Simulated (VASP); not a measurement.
# Ti4HBr: relaxation of cell and atoms with PBE

The system is Ti4HBr.

```xyz
6
Lattice="4.8165 0.0000 0.0000 0.0000 4.8165 0.0000 0.0000 0.0000 4.8165" Properties=species:S:1:pos:R:3 pbc="T T T"
Ti    1.0055    1.0055    1.0055
Ti    1.0055    3.8109    3.8109
Ti    3.8109    3.8109    1.0055
Ti    3.8109    1.0055    3.8109
H     0.0000    0.0000    0.0000
Br    2.4082    2.4082    2.4082
```

The cell was generated, and may not be a known phase.

- Program: VASP 6.6.1
- Task: relaxation of cell and atoms
- Functional: PBE
- Potentials or basis: VASP PAW PBE potentials, release 64 (Ti_sv, H, Br)
- Cutoff: 600 eV
- k mesh: 8 × 8 × 8
- Occupations: gaussian, width 0.1 eV
- Spin: no spin polarisation
- Dipole correction: no
- Further INCAR settings: ALGO = Normal; EDIFF = 1e-06; IBRION = 2; EDIFFG = -0.01; NSW = 100; ISIF = 3

The relaxed volume is 18.68 Å³/atom. The relaxed cell is a = 4.822 Å, b = 4.822 Å, c = 4.822 Å, α = 90.00°, β = 90.00°, γ = 90.00°, the space group after relaxing (to 0.1 Å) is P-43m (No. 215) and the energy gained by relaxing is 0.1 meV/atom. The ionic steps are 2, the pressure after relaxing is -0.1 GPa and the band gap on the k mesh is zero (bands 28 and 29 overlap by 0.52 eV).

The path:
| step | energy change (eV) | largest force (eV/Å) | pressure (GPa) | volume (Å³) |
| --- | --- | --- | --- | --- |
| 1 | 0.0000 | 0.0502 | 0.19 | 111.74 |
| 2 | -0.0003 | 0.0020 | -0.08 | 112.09 |

Final structure:
```
Ti H Br
1.0
     4.82161    0.00000    0.00000
     0.00000    4.82161    0.00000
     0.00000    0.00000    4.82161
Ti H Br
4 1 1
Direct
  0.20906 0.20906 0.20906
  0.20906 0.79094 0.79094
  0.79094 0.79094 0.20906
  0.79094 0.20906 0.79094
  0.00000 0.00000 0.00000
  0.50000 0.50000 0.50000
```

Levels at points of the mesh, in eV from the Fermi level:
```csv
k point,band 24,band 25,band 26,band 27,band 28,band 29,band 30,band 31,band 32,band 33
"(0.00, 0.00, 0.00)",-0.83,-0.82,-0.82,-0.82,0.25,0.25,0.90,0.90,0.90,2.16
"(0.50, 0.00, 0.00)",-0.89,-0.89,-0.36,-0.35,-0.25,-0.02,0.31,0.74,0.74,1.39
"(0.50, 0.50, 0.00)",-1.03,-1.01,-0.23,-0.03,-0.03,0.24,0.24,0.68,0.93,1.02
"(0.50, 0.50, 0.50)",-1.37,0.18,0.18,0.18,0.34,0.34,0.99,0.99,0.99,1.09
```

Run time: 4.8 min on 1 thread of Oxide Virtual Turin-like Processor, with other jobs on the host, peak memory 0.3 GiB.
